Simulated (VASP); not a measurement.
Here is a VASP 6.6.1 calculation.

File INCAR:

```
SYSTEM = Co
PREC = Accurate ; ENCUT = 520
EDIFF = 1E-7 ; ISMEAR = 0
SIGMA = 0.6 ; LREAL = .FALSE.
LASPH = .TRUE. ; NELM = 80
ALGO = Normal ; ISIF = 2
LWAVE = .FALSE. ; LCHARG = .FALSE.
GGA = PE ; NBANDS = 16
```

File KPOINTS:

```
regular mesh
0
G
  15 15 8
  0 0 0
```

File POSCAR:

```
Co
1.0
    2.4583936733      0.0000000000      0.0000000000
   -1.2291968366      2.1290313736      0.0000000000
    0.0000000000      0.0000000000      3.9606917934
Co
2
Direct
    0.3333333333      0.6666666667      0.2500000000
    0.6666666667      0.3333333333      0.7500000000
```

Potentials or basis: VASP PAW PBE potentials, release 64 (Co).

Command:

```bash
$ cat potpaw_PBE.64/Co/POTCAR > POTCAR
$ mpirun -np 1 vasp_std > vasp.out
```

Problem. Estimate the band gap on the k mesh.

Solution. Zero (band 9 reaches 11.26 eV, above the bottom of band 10 at 9.70 eV).

Problem. Predict the pressure.

Solution. 2.2 GPa.

Stress tensor (GPa, compression positive):
```
2.34 0.00 0.00
0.00 2.34 0.00
0.00 0.00 2.04
```

Caveat: the run has no spin polarisation, though such a crystal can be magnetic. Spin polarisation is off, so any magnetic state and its effect on volume and gap are missing.
